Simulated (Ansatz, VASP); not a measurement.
# Co3W2: VASP beside Ansatz

```
Co W
1.0
     2.68914    0.00000    0.00000
    -1.34457    2.32887    0.00000
     0.00000    0.00000   21.23039
Co W
6 4
Direct
  0.33333 0.66667 0.78200
  0.33333 0.66667 0.21800
  0.33333 0.66667 0.39966
  0.33333 0.66667 0.60034
  0.66667 0.33333 0.30895
  0.66667 0.33333 0.69105
  0.33333 0.66667 0.00000
  0.66667 0.33333 0.88183
  0.66667 0.33333 0.11817
  0.66667 0.33333 0.50000
```

Alike in both runs: functional PBE; k mesh 6 × 6 × 1; occupations gaussian, width 0.1 eV; collinear spin.

Ansatz relaxed the structure, and its values are those at the end. VASP's run is a single point on that final structure, the one shown.

```csv
,VASP,Ansatz
version,VASP 6.6.1,Ansatz 0.2.0
potentials or method,"VASP PAW PBE potentials, release 64 (Co, W_sv), cutoff 520 eV","scalar-relativistic, plane waves, PAW"
valence electrons in the cell,110,158
```

```tsv
	VASP	Ansatz	Ansatz less VASP
gap on the k mesh at the Fermi level (eV)	none	none	-
pressure (GPa)	0.5	0.2	-0.26
rms of the force components (eV/Å)	0.012	0.003	-0.0085
net moment per atom (μB)	0.70	0.71	+0.006
size of the moment on the site where the two differ most (μB)	1.64	1.70	+0.059
```

Site moments also hang on the region over which each program counts them. A gap of «none» marks a metal or a gap that the smearing closes. VASP's potentials hold 110 valence electrons a cell and Ansatz's 158, so a difference there can come from the potentials and not from the codes.

The k mesh is coarse, so the values compare programs but aren't converged. Neither program's run includes spin-orbit coupling.
